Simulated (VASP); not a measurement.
# Ag (Fm-3m) in VASP: further runs

The runs below take Ag through single point, with PBE.

Everything below comes from runs of VASP 6.6.1. Logs are shortened: lines on timing, memory, paths and dates and some standing lists are left out, and cuts for length are marked.

## Step 1: The cell of the first run

The structure is cubic, space group Fm-3m (No. 225). Conventional cell: a = 4.185 Å, b = 4.185 Å, c = 4.185 Å, α = 90.00°, β = 90.00°, γ = 90.00°. Within 3.9 Å of Ag (site symmetry m-3m) lie 12 Ag at 2.96 Å.

## Step 2: Single point, PBE

File INCAR:

```
PREC     = Accurate       # precision mode
ENCUT    = 520            # plane-wave cutoff, eV
EDIFF    = 1E-7           # SCF threshold, eV
ISMEAR   = -1             # smearing method
SIGMA    = 0.1            # smearing width, eV
LREAL    = False          # projectors in reciprocal space
LASPH    = True           # aspherical terms in the spheres
NELM     = 80             # most SCF steps
ALGO     = Normal         # electronic algorithm
ISIF     = 2              # what is computed and relaxed
LWAVE    = False          # write WAVECAR
LCHARG   = False          # write CHGCAR
GGA      = PE             # functional
NBANDS   = 12             # bands
```

File KPOINTS:

```
regular mesh
0
Gamma
  11 11 11
```

File POSCAR:

```
Ag
1.0
    0.0000000000      2.0925927063      2.0925927063
    2.0925927063      0.0000000000      2.0925927063
    2.0925927063      2.0925927063      0.0000000000
Ag
1
Direct
    0.0000000000      0.0000000000      0.0000000000
```

Potentials or basis: VASP PAW PBE potentials, release 64 (Ag).

On the command line:

```
cat potpaw_PBE.64/Ag/POTCAR > POTCAR
mpirun -np 1 vasp_std > vasp.out
```

OUTCAR:

```text
PREC = Accurate
   ENCUT = 520
   EDIFF = 1E-7
   ISMEAR = -1
   LREAL = False
   LASPH = True
   NELM = 80
   ISIF = 2
   GGA = PE

 ion  position               nearest neighbor table
   1  0.000  0.000  0.000-

  LATTYP: Found a face centered cubic cell.
 ALAT       =     4.1851854126

  Lattice vectors:

 A1 = (   0.0000000000,   2.0925927063,   2.0925927063)
 A2 = (   2.0925927063,   0.0000000000,   2.0925927063)
 A3 = (   2.0925927063,   2.0925927063,   0.0000000000)

Analysis of symmetry for initial positions (statically):
=====================================================================
 Subroutine PRICEL returns:
 Original cell was already a primitive cell.

 Routine SETGRP: Setting up the symmetry group for a
 face centered cubic supercell.

 Subroutine GETGRP returns: Found 48 space group operations
[... 9 lines left out ...]

 Routine SETGRP: Setting up the symmetry group for a
 face centered cubic supercell.

 Subroutine GETGRP returns: Found 48 space group operations
[... 11 lines left out ...]
                                     Primitive cell

  volume of cell :      18.3267

  direct lattice vectors                    reciprocal lattice vectors
     0.000000000  2.092592706  2.092592706    -0.238938040  0.238938040  0.238938040
     2.092592706  0.000000000  2.092592706     0.238938040 -0.238938040  0.238938040
     2.092592706  2.092592706  0.000000000     0.238938040  0.238938040 -0.238938040

  length of vectors
     2.959372986  2.959372986  2.959372986     0.413852825  0.413852825  0.413852825

  position of ions in fractional coordinates (direct lattice)
     0.000000000  0.000000000  0.000000000

  ion indices of the primitive-cell ions
   primitive index   ion index
                 1           1

----------------------------------------------------------------------------------------

 KPOINTS: regular mesh

Automatic generation of k-mesh.
 Grid dimensions read from file:
 generate k-points for:   11   11   11

 Generating k-lattice:

  Cartesian coordinates                     Fractional coordinates (reciprocal lattice)
    -0.021721640  0.021721640  0.021721640     0.090909091  0.000000000  0.000000000
     0.021721640 -0.021721640  0.021721640     0.000000000  0.090909091  0.000000000
     0.021721640  0.021721640 -0.021721640     0.000000000  0.000000000  0.090909091

  Length of vectors
     0.037622984  0.037622984  0.037622984

  Shift w.r.t. Gamma in fractional coordinates (k-lattice)
     0.000000000  0.000000000  0.000000000

 Subroutine IBZKPT returns following result:
 ===========================================

 Found     56 irreducible k-points:

 Following reciprocal coordinates:
            Coordinates               Weight
  0.000000  0.000000  0.000000      1.000000
  0.090909  0.000000  0.000000      8.000000
  0.181818  0.000000  0.000000      8.000000
  0.272727  0.000000  0.000000      8.000000
  0.363636  0.000000  0.000000      8.000000
  0.454545  0.000000  0.000000      8.000000
[... 16 lines left out ...]
 -0.272727  0.181818  0.000000     24.000000
 -0.181818  0.181818  0.000000     12.000000
 [... further k-points ...]
   k-points           NKPTS =     56   k-points in BZ     NKDIM =     56   number of bands    NBANDS=     12
   number of dos      NEDOS =    301   number of ions     NIONS =      1
   total plane-waves  NPLWV =  13824
   dimension x,y,z NGX =    24 NGY =   24 NGZ =   24
   dimension x,y,z NGXF=    48 NGYF=   48 NGZF=   48
   ions per type =               1
   NGX,Y,Z   is equivalent  to a cutoff of  13.48, 13.48, 13.48 a.u.
   NGXF,Y,Z  is equivalent  to a cutoff of  26.96, 26.96, 26.96 a.u.
 SYSTEM =  unknown system
   PREC   = accura    normal or accurate (medium, high low for compatibility)
   ISTART =      0    job   : 0-new  1-cont  2-samecut
   ICHARG =      2    charge: 1-file 2-atom 10-const
   ISPIN  =      1    spin polarized calculation?
   LNONCOLLINEAR =      F non collinear calculations
   LSORBIT =      F    spin-orbit coupling
   LASPH  =      T    aspherical Exc in radial PAW
   ENCUT  =  520.0 eV  38.22 Ry    6.18 a.u.   5.50  5.50  5.50*2*pi/ulx,y,z
   NELM   =     80;   NELMIN=  2; NELMDL= -5     # of ELM steps
   EDIFF  = 0.1E-06   stopping-criterion for ELM
   LREAL  =      F    real-space projection
   EDIFFG = 0.1E-05   stopping-criterion for IOM
   NSW    =      0    number of steps for IOM
   IBRION =     -1    ionic relax: 0-MD 1-quasi-New 2-CG
   NFREE  =      0    steps in history (QN), initial steepest desc. (CG)
   ISIF   =      2    stress and relaxation
   ISYM   =      2    0-nonsym 1-usesym 2-fastsym
   POTIM  = 0.5000    time-step for ionic-motion
   TEBEG  =    0.0;   TEEND  =   0.0 temperature during run
   PSTRESS=    0.0 pullay stress
   NELECT =      11.0000    total number of electrons
   NUPDOWN=      -1.0000    fix difference up-down
   EMIN   =  10.00;   EMAX   =-10.00  energy-range for DOS
   EFERMI =   0.00;   METHOD = LEGACY
   ISMEAR =    -1;   SIGMA  =   0.10  broadening in eV -4-tet -1-fermi 0-gaus
   EFERMI_NEDOS =   21; number of points for ismear=-14 and -15
   IALGO  =     38    algorithm
   IMIX   =      4    mixing-type and parameters
     AMIX     =   0.40;   BMIX     =  1.00
     AMIX_MAG =   1.60;   BMIX_MAG =  1.00
  volume/ion in A,a.u.               =      18.33       123.67
  Fermi-wavevector in a.u.,A,eV,Ry     =   1.380949  2.609615 25.946590  1.907021
  Thomas-Fermi vector in A             =   2.505779
   LORBIT       =      0    0 simple, 1 ext, 2 COOP (PROOUT), +10 PAW based schemes
   GGA     = PE    functional components
   LHFCALC =     F    Hartree Fock is set to
   AEXX    =    0.0000 exact exchange contribution
   IVDW    =     0    specifies the selected vdW correction
   LEPSILON=     F    determine dielectric tensor
   LRPA    =     F    only Hartree local field effects (RPA)
 non-spin polarized calculation
  energy-cutoff  :      520.00
  volume of cell :       18.33
 maximum number of plane-waves:       531
 NGX is ok and might be reduce to    24
   NGX = 11   NGY = 11   NGZ = 11

 number of electron      11.0000001 magnetization

 Free energy of the ion-electron system (eV)
  ---------------------------------------------------
  ext. energy  EPLUGINS =         0.00000000
  ---------------------------------------------------
  free energy    TOTEN  =        -2.72067103 eV

  energy without entropy =       -2.71033185  energy(sigma->0) =       -2.71550144

 E-fermi :   7.6829     XC(G=0): -11.7843

 val. band max:        7.3790126962   @ k =   0.4545   0.2727   0.0000
 cond. band min:       7.7432328151   @ k =  -0.2727   0.2727   0.0000
 fundamental gap:      0.3642201188
 Fermi energy:         7.6828538766

 k-point     1 :       0.0000    0.0000    0.0000
  band No.  band energies     occupation
      1       0.2139      2.00000
      2       2.9059      2.00000
      3       2.9059      2.00000
      4       2.9059      2.00000
      5       3.8142      2.00000
      6       3.8142      2.00000
      7      23.3166      0.00000
      8      26.4682      0.00000
      9      26.4682      0.00000
     10      26.4682      0.00000
     11      31.1112      0.00000
     12      31.8157      0.00000

 k-point     2 :       0.0909    0.0000    0.0000
  band No.  band energies     occupation
      1       0.4548      2.00000
      2       2.8593      2.00000
      3       2.9666      2.00000
      4       2.9666      2.00000
      5       3.7939      2.00000
      6       3.7939      2.00000
      7      23.1677      0.00000
      8      24.7400      0.00000
      9      26.5032      0.00000
     10      26.5032      0.00000
     11      30.5634      0.00000
     12      31.6029      0.00000

 k-point     3 :       0.1818    0.0000    0.0000
  band No.  band energies     occupation
      1       1.0824      2.00000
      2       2.8404      2.00000
      3       3.0754      2.00000
      4       3.0754      2.00000
      5       3.8041      2.00000
      6       3.8041      2.00000
      7      20.6426      0.00000
      8      24.0659      0.00000
      9      26.4689      0.00000
     10      26.4689      0.00000
     11      29.5113      0.00000
     12      30.7382      0.00000

 k-point     4 :       0.2727    0.0000    0.0000
  band No.  band energies     occupation
      1       1.5778      2.00000
      2       3.0688      2.00000
      3       3.0688      2.00000
      4       3.4198      2.00000
      5       3.9921      2.00000
      6       3.9921      2.00000
      7      17.2111      0.00000
      8      23.6565      0.00000
      9      26.0409      0.00000
     10      26.0409      0.00000
     11      29.7990      0.00000
     12      29.8053      0.00000

 k-point     5 :       0.3636    0.0000    0.0000
  band No.  band energies     occupation
      1       1.5873      2.00000
      2       2.9723      2.00000
      3       2.9723      2.00000
      4       4.2835      2.00000
      5       4.2835      2.00000
      6       4.9633      2.00000
      7      13.9219      0.00000
      8      23.0121      0.00000
      9      25.2554      0.00000
     10      25.2554      0.00000
     11      29.4087      0.00000
     12      29.4087      0.00000

 k-point     6 :       0.4545    0.0000    0.0000
  band No.  band energies     occupation
      1       1.5127      2.00000
      2       2.8990      2.00000
      3       2.8990      2.00000
      4       4.4868      2.00000
      5       4.4868      2.00000
      6       6.8159      1.99966
      7      11.2353      0.00000
      8      22.5983      0.00000
      9      24.6754      0.00000
     10      24.6754      0.00000
     11      29.3179      0.00000
     12      29.3179      0.00000

 k-point     7 :       0.0909    0.0909    0.0000
  band No.  band energies     occupation
      1       0.5358      2.00000
      2       2.7898      2.00000
      3       3.0170      2.00000
      4       3.0170      2.00000
      5       3.7027      2.00000
      6       3.8650      2.00000
      7      23.3628      0.00000
      8      25.4080      0.00000
      9      25.5121      0.00000
     10      25.5121      0.00000
     11      31.6772      0.00000
     12      31.6814      0.00000

 k-point     8 :       0.1818    0.0909    0.0000
  band No.  band energies     occupation
      1       1.0477      2.00000
      2       2.6799      2.00000
      3       3.1419      2.00000
      4       3.1456      2.00000
      5       3.6482      2.00000
      6       3.9228      2.00000
      7      21.9195      0.00000
      8      23.8716      0.00000
      9      24.6942      0.00000
     10      26.4980      0.00000
     11      29.2642      0.00000
     12      31.6832      0.00000
[... 166 lines left out ...]
 k-point    20 :       0.4545    0.1818    0.0000
  band No.  band energies     occupation
      1       1.9046      2.00000
      2       2.6897      2.00000
      3       3.2874      2.00000
      4       3.3615      2.00000
      5       4.5394      2.00000
      6       7.0687      1.99571
      7      13.4660      0.00000
      8      20.6205      0.00000
      9      21.6435      0.00000
     10      23.4516      0.00000
     11      31.7046      0.00000
     12      32.0897      0.00000

 k-point    21 :      -0.4545    0.1818    0.0000
  band No.  band energies     occupation
      1       1.9117      2.00000
      2       2.6529      2.00000
      3       3.2844      2.00000
      4       3.5262      2.00000
      5       4.4880      2.00000
      6       9.0141      0.00000
      7      11.0230      0.00000
      8      19.5220      0.00000
      9      22.2747      0.00000
     10      23.3224      0.00000
     11      31.5644      0.00000
     12      31.6104      0.00000

 k-point    22 :      -0.3636    0.1818    0.0000
  band No.  band energies     occupation
      1       2.0107      2.00000
      2       2.6963      2.00000
      3       3.2718      2.00000
      4       3.5011      2.00000
      5       4.2218      2.00000
      6       7.8435      0.33407
      7      12.5964      0.00000
      8      18.8807      0.00000
      9      23.5796      0.00000
     10      23.5876      0.00000
     11      30.5896      0.00000
     12      31.3140      0.00000

 k-point    23 :      -0.2727    0.1818    0.0000
  band No.  band energies     occupation
      1       2.1752      2.00000
      2       2.7595      2.00000
      3       3.1776      2.00000
      4       3.3381      2.00000
      5       3.8361      2.00000
      6       6.0936      2.00000
      7      15.6635      0.00000
      8      18.7445      0.00000
      9      24.3390      0.00000
     10      25.4435      0.00000
     11      29.0171      0.00000
     12      31.2332      0.00000

 k-point    24 :      -0.1818    0.1818    0.0000
  band No.  band energies     occupation
      1       2.1189      2.00000
      2       2.5615      2.00000
      3       3.1130      2.00000
      4       3.4492      2.00000
      5       3.4782      2.00000
      6       4.8774      2.00000
      7      18.8571      0.00000
      8      19.2166      0.00000
      9      25.5548      0.00000
     10      27.3897      0.00000
     11      27.6052      0.00000
     12      30.9515      0.00000

 [... further k-points ...]

------------------------ aborting loop because EDIFF is reached ----------------------------------------

  FORCE on cell =-STRESS in cart. coord.  units (eV):
  Direction    XX          YY          ZZ          XY          YZ          ZX
  --------------------------------------------------------------------------------------
  -------------------------------------------------------------------------------------
  Total       -0.2757180     -0.2757180     -0.2757180      0.0000000      0.0000000      0.0000000
  in kB      -24.1041375    -24.1041375    -24.1041375      0.0000000      0.0000000      0.0000000
  external PRESSURE =     -24.1041375 kB  Pullay stress =       0.0000000 kB

 VOLUME and BASIS-vectors are now :
 -----------------------------------------------------------------------------
  energy-cutoff  :      520.00
  volume of cell :       18.33
      direct lattice vectors                 reciprocal lattice vectors
     0.000000000  2.092592706  2.092592706    -0.238938040  0.238938040  0.238938040
     2.092592706  0.000000000  2.092592706     0.238938040 -0.238938040  0.238938040
     2.092592706  2.092592706  0.000000000     0.238938040  0.238938040 -0.238938040

 POSITION                                       TOTAL-FORCE (eV/Angst)
 -----------------------------------------------------------------------------------
      0.00000      0.00000      0.00000         0.000000      0.000000      0.000000
 -----------------------------------------------------------------------------------
    total drift:                               -0.000000      0.000000      0.000000

  FREE ENERGIE OF THE ION-ELECTRON SYSTEM (eV)
  ---------------------------------------------------
  free  energy   TOTEN  =        -2.7206710329 eV

  energy  without entropy=       -2.7103318535  energy(sigma->0) =       -2.71550144
```

Run time: 6.6 s. Hardware: 1 thread of Intel Xeon 6975P-C (Granite Rapids), shared host; peak memory 0.14 GiB.

What came out:

```yaml
Free_energy: -2.7207 eV
Pressure: -2.4 GPa
```

Levels at points of the mesh, in eV from the Fermi level:
```csv
k point,band 3,band 4,band 5,band 6,band 7,band 8,band 9,band 10
"(0.00, 0.00, 0.00)",-4.78,-4.78,-3.87,-3.87,15.63,18.79,18.79,18.79
```

## Step 3: Single point, PBE

This run uses another cell than the first one, of 18.75 Å³/atom, 1.023 times its volume.

File INCAR:

```
SYSTEM = Ag
PREC = Accurate
ENCUT = 520
EDIFF = 1E-6
ISMEAR = -1
SIGMA = 0.1
LREAL = .FALSE.
LASPH = .TRUE.
NELM = 60
ALGO = Normal
ISIF = 2
LWAVE = .FALSE.
LCHARG = .TRUE.
GGA = PE
LELF = .TRUE.
LVHAR = .TRUE.
NBANDS = 12
```

File KPOINTS:

```
regular mesh
0
G
  11 11 11
  0 0 0
```

File POSCAR:

```
Ag
1.0
    0.0000000000      2.1086902058      2.1086902058
    2.1086902058      0.0000000000      2.1086902058
    2.1086902058      2.1086902058      0.0000000000
Ag
1
Direct
    0.0000000000      0.0000000000      0.0000000000
```

Potentials or basis: VASP PAW PBE potentials, release 64 (Ag).

On the command line:

```
cat potpaw_PBE.64/Ag/POTCAR > POTCAR
mpirun -np 1 vasp_std > vasp.out
```

Wall time 6.4 s (1 thread of Intel Xeon 6975P-C (Granite Rapids), shared host); peak memory 0.14 GiB.

It converged, with:

- Free energy: -2.7122 eV
- Pressure: -4.0 GPa

Levels at points of the mesh, in eV from the Fermi level:
| k point | band 2 | band 3 | band 4 | band 5 | band 6 | band 7 | band 8 | band 9 | band 10 | band 11 |
| --- | --- | --- | --- | --- | --- | --- | --- | --- | --- | --- |
| (0.00, 0.00, 0.00) | -4.70 | -4.70 | -4.70 | -3.83 | -3.83 | 15.57 | 18.59 | 18.59 | 18.59 | 23.18 |
